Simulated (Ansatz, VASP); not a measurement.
# Al in VASP and in Ansatz

```xyz
1
Lattice="-1.5587 1.5587 1.5587 1.5587 -1.5587 1.5587 1.5587 1.5587 -1.5587" Properties=species:S:1:pos:R:3 pbc="T T T"
Al    0.0000    0.0000    0.0000
```

Alike in both runs: task single point; functional HSE06; k mesh 8 × 8 × 8; occupations fermi-dirac, width 0.05 eV; no spin polarisation.

|  | VASP | Ansatz |
| --- | --- | --- |
| version | VASP 6.6.1 | Ansatz 0.2.0 |
| potentials or method | VASP PAW PBE potentials, release 64 (Al) | Ansatz PAW |
| plane-wave cutoff (eV) | 520 | 420 |
| valence electrons in the cell | 3 | 3 |

Ansatz gave:

* gap on the k mesh at the Fermi level (eV): none
* pressure (GPa): 8.3

Q: What did VASP give for the same quantities?

A: gap on the k mesh at the Fermi level (eV): none; pressure (GPa): 8.5.

A gap of «none» marks a metal or a gap that the smearing closes. The functional is the same, so the differences come from potentials, cutoffs and numerics.
